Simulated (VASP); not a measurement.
# Ta3Cu (I4/mmm) in VASP: settings compared, part 2 of 2

VASP 6.6.1. The steps go on from the part before.

### 4 Single point, PBE

This run uses another cell than the first one, of 17.62 Å³/atom.

INCAR

```
PREC = Accurate
ENCUT = 520
EDIFF = 1E-6
ISMEAR = -1
SIGMA = 0.05
LREAL = False
LASPH = True
NELM = 60
ALGO = Fast
ISIF = 2
LWAVE = False
LCHARG = False
GGA = PE
NBANDS = 30
```

KPOINTS

```
regular mesh
0
Gamma
  9 9 9
```

POSCAR

```
Ta3Cu
1.0
   -2.0329114359      2.0329114359      4.2635470084
    2.0329114359     -2.0329114359      4.2635470084
    2.0329114359      2.0329114359     -4.2635470084
Ta Cu
3 1
Direct
    0.5000000000      0.5000000000      0.0000000000
    0.2500000000      0.7500000000      0.5000000000
    0.7500000000      0.2500000000      0.5000000000
    0.0000000000      0.0000000000      0.0000000000
```

Potentials or basis: VASP PAW PBE potentials, release 64 (Ta_pv, Cu).

Command:

```console
> cat potpaw_PBE.64/Ta_pv/POTCAR potpaw_PBE.64/Cu/POTCAR > POTCAR
> mpirun -np 1 vasp_std > vasp.out
```

OUTCAR:

```text
PREC = Accurate
   ENCUT = 520
   EDIFF = 1E-6
   ISMEAR = -1
   LREAL = False
   LASPH = True
   NELM = 60
   ISIF = 2
   GGA = PE

 ion  position               nearest neighbor table
   1  0.500  0.500  0.000-   4 2.87   4 2.87   4 2.87   4 2.87   3 2.95   2 2.95   3 2.95   3 2.95
                             2 2.95   2 2.95   3 2.95   2 2.95
   2  0.250  0.750  0.500-   3 2.87   3 2.87   3 2.87   3 2.87   4 2.95   1 2.95   4 2.95   1 2.95
                             4 2.95   4 2.95   1 2.95   1 2.95
   3  0.750  0.250  0.500-   2 2.87   2 2.87   2 2.87   2 2.87   4 2.95   1 2.95   4 2.95   4 2.95
                             1 2.95   1 2.95   4 2.95   1 2.95
   4  0.000  0.000  0.000-   1 2.87   1 2.87   1 2.87   1 2.87   3 2.95   2 2.95   3 2.95   2 2.95
                             3 2.95   3 2.95   2 2.95   2 2.95

  LATTYP: Found a body centered tetragonal cell.
 ALAT       =     4.0658228718
 C/A-ratio  =     2.0972615595

  Lattice vectors:

 A1 = (  -2.0329114359,   2.0329114359,   4.2635470084)
 A2 = (   2.0329114359,  -2.0329114359,   4.2635470084)
 A3 = (   2.0329114359,   2.0329114359,  -4.2635470084)

Analysis of symmetry for initial positions (statically):
=====================================================================
 Subroutine PRICEL returns:
 Original cell was already a primitive cell.

 Routine SETGRP: Setting up the symmetry group for a
 body centered tetragonal supercell.

 Subroutine GETGRP returns: Found 16 space group operations
 (whereof 16 operations were pure point group operations)
 out of a pool of 16 trial point group operations.

The static configuration has the point symmetry D_4h.

Analysis of symmetry for dynamics (positions and initial velocities):
=====================================================================
 Subroutine PRICEL returns:
 Original cell was already a primitive cell.

 Routine SETGRP: Setting up the symmetry group for a
[... 128 lines left out ...]
   IMIX   =      4    mixing-type and parameters
     AMIX     =   0.40;   BMIX     =  1.00
     AMIX_MAG =   1.60;   BMIX_MAG =  1.00
  volume/ion in A,a.u.               =      17.62       118.91
  Fermi-wavevector in a.u.,A,eV,Ry     =   1.399168  2.644043 26.635716  1.957670
  Thomas-Fermi vector in A             =   2.522254
   LORBIT       =      0    0 simple, 1 ext, 2 COOP (PROOUT), +10 PAW based schemes
   GGA     = PE    functional components
   LHFCALC =     F    Hartree Fock is set to
   AEXX    =    0.0000 exact exchange contribution
   IVDW    =     0    specifies the selected vdW correction
   LEPSILON=     F    determine dielectric tensor
   LRPA    =     F    only Hartree local field effects (RPA)
 non-spin polarized calculation
 RMM-DIIS sequential band-by-band and
  energy-cutoff  :      520.00
  volume of cell :       70.48
 maximum number of plane-waves:      1927
 NGX is ok and might be reduce to    40
   NGX = 19   NGY = 19   NGZ = 19

 number of electron      43.9999996 magnetization

 Free energy of the ion-electron system (eV)
  ---------------------------------------------------
  ext. energy  EPLUGINS =         0.00000000
  ---------------------------------------------------
  free energy    TOTEN  =       -38.47569252 eV

  energy without entropy =      -38.44122084  energy(sigma->0) =      -38.45845668

 E-fermi :   5.6446     XC(G=0): -12.2802

 val. band max:        5.6312827264   @ k =  -0.2222   0.3333   0.1111
 cond. band min:       5.6545100541   @ k =   0.3333   0.3333   0.1111
 fundamental gap:      0.0232273277
 Fermi energy:         5.6446359998

 k-point     1 :       0.0000    0.0000    0.0000
  band No.  band energies     occupation
      1     -28.9920      2.00000
      2     -28.8515      2.00000
      3     -28.8515      2.00000
      4     -28.6992      2.00000
      5     -28.6992      2.00000
      6     -28.5564      2.00000
[... 781 lines left out ...]
     29       9.4630      0.00000
     30       9.4919      0.00000

 [... further k-points ...]

------------------------ aborting loop because EDIFF is reached ----------------------------------------

  FORCE on cell =-STRESS in cart. coord.  units (eV):
  Direction    XX          YY          ZZ          XY          YZ          ZX
  --------------------------------------------------------------------------------------
  -------------------------------------------------------------------------------------
  Total       -2.5788497     -2.5788497     -2.7150273      0.0000000      0.0000000      0.0000000
  in kB      -58.6230821    -58.6230821    -61.7187073      0.0000000      0.0000000      0.0000000
  external PRESSURE =     -59.6549572 kB  Pullay stress =       0.0000000 kB

 VOLUME and BASIS-vectors are now :
 -----------------------------------------------------------------------------
  energy-cutoff  :      520.00
  volume of cell :       70.48
      direct lattice vectors                 reciprocal lattice vectors
    -2.032911436  2.032911436  4.263547008     0.000000000  0.245952672  0.117273247
     2.032911436 -2.032911436  4.263547008     0.245952672  0.000000000  0.117273247
     2.032911436  2.032911436 -4.263547008     0.245952672  0.245952672  0.000000000

 POSITION                                       TOTAL-FORCE (eV/Angst)
 -----------------------------------------------------------------------------------
      0.00000      0.00000      4.26355        -0.000000     -0.000000     -0.000000
      2.03291      0.00000      2.13177         0.000000     -0.000000      0.000000
      0.00000      2.03291      2.13177        -0.000000      0.000000     -0.000000
      0.00000      0.00000      0.00000        -0.000000     -0.000000     -0.000000
 -----------------------------------------------------------------------------------
    total drift:                               -0.000000     -0.000000      0.000000

  FREE ENERGIE OF THE ION-ELECTRON SYSTEM (eV)
  ---------------------------------------------------
  free  energy   TOTEN  =       -38.4756925164 eV

  energy  without entropy=      -38.4412208394  energy(sigma->0) =      -38.45845668
```

Wall time 10 min (1 thread of Intel Xeon 8259CL, shared host); peak memory 0.34 GiB.

Results:

```yaml
Free_energy: -38.4757 eV
Pressure: -6.0 GPa
Band_gap_on_the_k_mesh: zero (bands 22 and 23 overlap by 1.23 eV)
```

Levels at points of the mesh, in eV from the Fermi level:
```tsv
k point	band 18	band 19	band 20	band 21	band 22	band 23	band 24	band 25	band 26	band 27
(0.00, 0.00, 0.00)	-1.80	-1.55	-1.55	-0.17	-0.17	0.06	1.86	2.15	2.38	2.64
```

Caveat: the cell stands under tension; spin-orbit coupling is left out, which moves the levels of the heavy elements.

### 5 Summary

```csv
task,level,potentials or basis,cell,cutoff (eV),gap on the mesh (eV),pressure (GPa)
relaxation of cell and atoms,PBEsol,"VASP PAW PBE potentials, release 64 (Ta_pv, Cu)","relaxed to 10 GPa from a = 5.076 Å, angles 133.4, 133.4, 68.0°, 4 atoms",600,none,10.0
single point,LDA,"VASP PAW LDA potentials, release 64 (Ta_pv, Cu)","a = 5.142 Å, angles 133.4, 133.4, 68.0°, 4 atoms",520,none,-16.5
single point,PBE,"VASP PAW PBE potentials, release 64 (Ta_pv, Cu)","a = 5.142 Å, angles 133.4, 133.4, 68.0°, 4 atoms",520,none,-6.0
```

Alike in all rows: no spin polarisation; k mesh 9 × 9 × 9; smearing fermi-dirac 0.05 eV.

Caveats: spin-orbit coupling is left out, which moves the levels of the heavy elements; the cell stands under tension (at least some runs); the cell is relaxed towards a set pressure, so the run minimises the enthalpy, not the energy (at least some runs); the PAW data sets were made with another functional, which shifts forces and pressure a little (at least some runs).

Total energies depend on the potentials used, so only differences within one code and one set of settings carry meaning.

The gap in the log of VASP goes by the Fermi energy; the results here count the filled bands.